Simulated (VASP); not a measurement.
# Fe (R-3m) in VASP: single point with PBE

Aim: the single point of Fe with PBE.

Program: VASP 6.6.1. These are calculated values, not measurements. Logs are shortened: lines on timing, memory, paths and dates and some standing lists are left out, and cuts for length are marked.

### Step 1. The cell of the first run

Symmetry: R-3m, No. 166, trigonal system. Conventional cell: a = 3.988 Å, b = 3.988 Å, c = 4.884 Å, α = 90.00°, β = 90.00°, γ = 120.00°. Within 2.9 Å of Fe (site symmetry 3m) lie 14 Fe at 2.22 to 2.82 Å.

### Step 2. Single point, PBE, collinear spin, ferromagnetic start

Contents of INCAR:

```
SYSTEM = Fe
ALGO = Normal
EDIFF = 1E-6
ENCUT = 600
GGA = PE
GGA_COMPAT = .False.
ISIF = 2
ISMEAR = -1
ISPIN = 2
LASPH = .True.
LCHARG = .True.
LELF = .True.
LMAXMIX = 4
LORBIT = 11
LREAL = .False.
LVHAR = .True.
LWAVE = .False.
MAGMOM = 2.5 2.5
NBANDS = 19
NELM = 200
PREC = Accurate
SIGMA = 0.15
```

Contents of KPOINTS:

```
k-points
0
Gamma
  4 4 4
  0 0 0
```

Contents of POSCAR:

```
Fe
1.0
    2.8200000000      0.0000000000      0.0000000000
    0.0000000000      2.8200000000      0.0000000000
    0.0000000000      0.0000000000      2.8200000000
Fe
2
Direct
    0.0000000000      0.0000000000      0.0000000000
    0.4548816465      0.4548816465      0.4548816465
```

Potentials or basis: VASP PAW PBE potentials, release 64 (Fe).

The run is started by

```bash
cat potpaw_PBE.64/Fe/POTCAR > POTCAR
mpirun -np 1 vasp_std > vasp.out
```

OUTCAR:

```text
SYSTEM = Fe
   EDIFF = 1E-6
   ENCUT = 600
   GGA = PE
   ISIF = 2
   ISMEAR = -1
   ISPIN = 2
   LASPH = .True.
   LORBIT = 11
   LREAL = .False.
   NELM = 200
   PREC = Accurate

 ion  position               nearest neighbor table
   1  0.000  0.000  0.000-   2 2.22   2 2.38   2 2.38   2 2.38   2 2.52   2 2.52   2 2.52   2 2.66

   2  0.455  0.455  0.455-   1 2.22   1 2.38   1 2.38   1 2.38   1 2.52   1 2.52   1 2.52   1 2.66

  LATTYP: Found a simple cubic cell.
 ALAT       =     2.8200000000

  Lattice vectors:

 A1 = (   2.8200000000,   0.0000000000,   0.0000000000)
 A2 = (   0.0000000000,   2.8200000000,   0.0000000000)
 A3 = (   0.0000000000,   0.0000000000,   2.8200000000)

Analysis of symmetry for initial positions (statically):
=====================================================================
 Subroutine PRICEL returns:
 Original cell was already a primitive cell.

 Routine SETGRP: Setting up the symmetry group for a
 simple cubic supercell.

 Subroutine GETGRP returns: Found 12 space group operations
 (whereof  6 operations were pure point group operations)
 out of a pool of 48 trial point group operations.

The static configuration has the point symmetry C_3v.
 The point group associated with its full space group is D_3d.

Analysis of symmetry for dynamics (positions and initial velocities):
=====================================================================
 Subroutine PRICEL returns:
 Original cell was already a primitive cell.

 Routine SETGRP: Setting up the symmetry group for a
 simple cubic supercell.

 Subroutine GETGRP returns: Found 12 space group operations
 (whereof  6 operations were pure point group operations)
 out of a pool of 48 trial point group operations.

The dynamic configuration has the point symmetry C_3v.
 The point group associated with its full space group is D_3d.

Analysis of structural, dynamic, and magnetic symmetry:
=====================================================================
 Subroutine PRICEL returns:
 Original cell was already a primitive cell.

 Routine SETGRP: Setting up the symmetry group for a
 simple cubic supercell.

 Subroutine GETGRP returns: Found 12 space group operations
 (whereof  6 operations were pure point group operations)
 out of a pool of 48 trial point group operations.

The overall configuration has the point symmetry C_3v.
 The point group associated with its full space group is D_3d.

 Subroutine INISYM returns: Found 12 space group operations
 (whereof  6 operations are pure point group operations),
 and found     1 'primitive' translations

----------------------------------------------------------------------------------------

                                     Primitive cell

  volume of cell :      22.4258

  direct lattice vectors                    reciprocal lattice vectors
     2.820000000  0.000000000  0.000000000     0.354609929  0.000000000  0.000000000
     0.000000000  2.820000000  0.000000000     0.000000000  0.354609929  0.000000000
     0.000000000  0.000000000  2.820000000     0.000000000  0.000000000  0.354609929

  length of vectors
     2.820000000  2.820000000  2.820000000     0.354609929  0.354609929  0.354609929

  position of ions in fractional coordinates (direct lattice)
     0.000000000  0.000000000  0.000000000
     0.454881646  0.454881646  0.454881646

  ion indices of the primitive-cell ions
   primitive index   ion index
                 1           1
                 2           2

----------------------------------------------------------------------------------------

 KPOINTS: k-points

Automatic generation of k-mesh.
 Grid dimensions read from file:
 generate k-points for:    4    4    4

 Generating k-lattice:

  Cartesian coordinates                     Fractional coordinates (reciprocal lattice)
     0.088652482  0.000000000  0.000000000     0.250000000  0.000000000  0.000000000
     0.000000000  0.088652482  0.000000000     0.000000000  0.250000000  0.000000000
     0.000000000  0.000000000  0.088652482     0.000000000  0.000000000  0.250000000

  Length of vectors
     0.088652482  0.088652482  0.088652482

  Shift w.r.t. Gamma in fractional coordinates (k-lattice)
     0.000000000  0.000000000  0.000000000

 Subroutine IBZKPT returns following result:
 ===========================================

 Found     13 irreducible k-points:

 Following reciprocal coordinates:
            Coordinates               Weight
  0.000000  0.000000  0.000000      1.000000
  0.250000  0.000000  0.000000      6.000000
  0.500000  0.000000  0.000000      3.000000
  0.250000  0.250000  0.000000      6.000000
 -0.250000  0.250000  0.000000      6.000000
  0.500000  0.250000  0.000000     12.000000
  0.500000  0.500000  0.000000      3.000000
  0.250000  0.250000  0.250000      2.000000
 -0.250000  0.250000  0.250000      6.000000
  0.500000  0.250000  0.250000      6.000000
 -0.250000  0.500000  0.250000      6.000000
  0.500000  0.500000  0.250000      6.000000
  0.500000  0.500000  0.500000      1.000000
   k-points           NKPTS =     13   k-points in BZ     NKDIM =     13   number of bands    NBANDS=     19
   number of dos      NEDOS =    301   number of ions     NIONS =      2
   total plane-waves  NPLWV =  13824
   dimension x,y,z NGX =    24 NGY =   24 NGZ =   24
   dimension x,y,z NGXF=    48 NGYF=   48 NGZF=   48
   ions per type =               2
   NGX,Y,Z   is equivalent  to a cutoff of  14.15, 14.15, 14.15 a.u.
   NGXF,Y,Z  is equivalent  to a cutoff of  28.30, 28.30, 28.30 a.u.
 SYSTEM =  Fe
   PREC   = accura    normal or accurate (medium, high low for compatibility)
   ISTART =      0    job   : 0-new  1-cont  2-samecut
   ICHARG =      2    charge: 1-file 2-atom 10-const
   ISPIN  =      2    spin polarized calculation?
   LNONCOLLINEAR =      F non collinear calculations
   LSORBIT =      F    spin-orbit coupling
   LASPH  =      T    aspherical Exc in radial PAW
   ENCUT  =  600.0 eV  44.10 Ry    6.64 a.u.   5.63  5.63  5.63*2*pi/ulx,y,z
   NELM   =    200;   NELMIN=  2; NELMDL= -5     # of ELM steps
   EDIFF  = 0.1E-05   stopping-criterion for ELM
   LREAL  =      F    real-space projection
   EDIFFG = 0.1E-04   stopping-criterion for IOM
   NSW    =      0    number of steps for IOM
   IBRION =     -1    ionic relax: 0-MD 1-quasi-New 2-CG
   NFREE  =      0    steps in history (QN), initial steepest desc. (CG)
   ISIF   =      2    stress and relaxation
   ISYM   =      2    0-nonsym 1-usesym 2-fastsym
   POTIM  = 0.5000    time-step for ionic-motion
   TEBEG  =    0.0;   TEEND  =   0.0 temperature during run
   PSTRESS=    0.0 pullay stress
   NELECT =      16.0000    total number of electrons
   NUPDOWN=      -1.0000    fix difference up-down
   EMIN   =  10.00;   EMAX   =-10.00  energy-range for DOS
   EFERMI =   0.00;   METHOD = LEGACY
   ISMEAR =    -1;   SIGMA  =   0.15  broadening in eV -4-tet -1-fermi 0-gaus
   EFERMI_NEDOS =   21; number of points for ismear=-14 and -15
   IALGO  =     38    algorithm
   IMIX   =      4    mixing-type and parameters
     AMIX     =   0.40;   BMIX     =  1.00
     AMIX_MAG =   1.60;   BMIX_MAG =  1.00
  volume/ion in A,a.u.               =      11.21        75.67
  Fermi-wavevector in a.u.,A,eV,Ry     =   1.462847  2.764381 29.115417  2.139923
  Thomas-Fermi vector in A             =   2.579012
   LORBIT       =     11    0 simple, 1 ext, 2 COOP (PROOUT), +10 PAW based schemes
   GGA     = PE    functional components
   LHFCALC =     F    Hartree Fock is set to
   AEXX    =    0.0000 exact exchange contribution
   IVDW    =     0    specifies the selected vdW correction
   LEPSILON=     F    determine dielectric tensor
   LRPA    =     F    only Hartree local field effects (RPA)
 spin polarized calculation
  energy-cutoff  :      600.00
  volume of cell :       22.43
 maximum number of plane-waves:       768
 NGX is ok and might be reduce to    24
   NGX = 11   NGY = 11   NGZ = 11

 number of electron      16.0000011 magnetization       3.9312092

 Free energy of the ion-electron system (eV)
  ---------------------------------------------------
  ext. energy  EPLUGINS =         0.00000000
  ---------------------------------------------------
  free energy    TOTEN  =       -16.29464984 eV

  energy without entropy =      -16.12671212  energy(sigma->0) =      -16.21068098

 E-fermi :   6.1895     XC(G=0): -13.1704

 val. band max:        6.1296117702   @ k =   0.0000   0.0000   0.0000
 cond. band min:       6.2034791218   @ k =   0.5000   0.0000   0.0000
 fundamental gap:      0.0738673516
 Fermi energy:         6.1895449083

 spin component 1

 k-point     1 :       0.0000    0.0000    0.0000
  band No.  band energies     occupation
      1      -2.5171      1.00000
      2       1.1139      1.00000
      3       1.1139      1.00000
      4       3.6099      1.00000
      5       3.8679      1.00000
      6       3.8679      1.00000
[... 11 lines left out ...]
     18      31.0876      0.00000
     19      31.4679      0.00000
[... 246 lines left out ...]
      2       2.7337      1.00000
      3       2.7573      1.00000
      4       2.8578      1.00000
      5       2.8578      1.00000
      6       2.9563      1.00000
[... 11 lines left out ...]
     18      17.5857      0.00000
     19      44.4563      0.00000
 Fermi energy:         6.1895449083

 spin component 2

 k-point     1 :       0.0000    0.0000    0.0000
  band No.  band energies     occupation
      1      -2.3640      1.00000
      2       2.7908      1.00000
      3       2.7910      1.00000
      4       5.1822      0.99879
      5       5.5869      0.98232
      6       5.5870      0.98231
[... 11 lines left out ...]
     18      30.8611      0.00000
     19      31.2754      0.00000
[... 247 lines left out ...]
      3       3.9643      1.00000
      4       4.1134      1.00000
      5       4.1135      1.00000
      6       4.1468      1.00000
[... 11 lines left out ...]
     18      18.3453      0.00000
     19      44.3768      0.00000

------------------------ aborting loop because EDIFF is reached ----------------------------------------

  FORCE on cell =-STRESS in cart. coord.  units (eV):
  Direction    XX          YY          ZZ          XY          YZ          ZX
  --------------------------------------------------------------------------------------
  -------------------------------------------------------------------------------------
  Total        0.5325114      0.5325114      0.5325114      0.2140130      0.2140130      0.2140130
  in kB       38.0445275     38.0445275     38.0445275     15.2898601     15.2898601     15.2898601
  external PRESSURE =      38.0445275 kB  Pullay stress =       0.0000000 kB

 VOLUME and BASIS-vectors are now :
 -----------------------------------------------------------------------------
  energy-cutoff  :      600.00
  volume of cell :       22.43
      direct lattice vectors                 reciprocal lattice vectors
     2.820000000  0.000000000  0.000000000     0.354609929  0.000000000  0.000000000
     0.000000000  2.820000000  0.000000000     0.000000000  0.354609929  0.000000000
     0.000000000  0.000000000  2.820000000     0.000000000  0.000000000  0.354609929

 POSITION                                       TOTAL-FORCE (eV/Angst)
 -----------------------------------------------------------------------------------
      0.00000      0.00000      0.00000        -0.920412     -0.920412     -0.920412
      1.28277      1.28277      1.28277         0.920412      0.920412      0.920412
 -----------------------------------------------------------------------------------
    total drift:                               -0.000005     -0.000005     -0.000008

  FREE ENERGIE OF THE ION-ELECTRON SYSTEM (eV)
  ---------------------------------------------------
  free  energy   TOTEN  =       -16.2946498363 eV

  energy  without entropy=      -16.1267121157  energy(sigma->0) =      -16.21068098

 total charge

# of ion       s       p       d       tot
------------------------------------------
    1        0.499   0.539   6.303   7.340
    2        0.499   0.539   6.303   7.340
--------------------------------------------------
tot          0.997   1.077  12.606  14.681

 magnetization (x)

# of ion       s       p       d       tot
------------------------------------------
    1       -0.016  -0.049   2.021   1.956
    2       -0.016  -0.049   2.021   1.956
--------------------------------------------------
tot         -0.032  -0.098   4.041   3.911
```

Run time: 6.8 s. Hardware: 1 thread of Intel Xeon 6975P-C (Granite Rapids), shared host; peak memory 0.15 GiB.

What came out:

| Item | Value |
| --- | --- |
| Free energy | -16.2946 eV |
| Pressure | 3.8 GPa |
| Largest force | 1.594 eV/Å |
| Net moment | 3.93 μB per cell |
| Site moments | Fe +1.96 μB |
| Valence electrons inside the program's atomic spheres | Fe 7.34 |

Forces on the atoms (eV/Å):
```
Fe  -0.920 -0.920 -0.920
Fe   0.920  0.920  0.920
```

Stress tensor (GPa, compression positive):
```
3.80 1.53 1.53
1.53 3.80 1.53
1.53 1.53 3.80
```

Caveat: the k points lie up to 0.56 Å⁻¹ apart; forces of over 1 eV/Å act on the atoms, so gaps and moduli don't describe the material at rest.
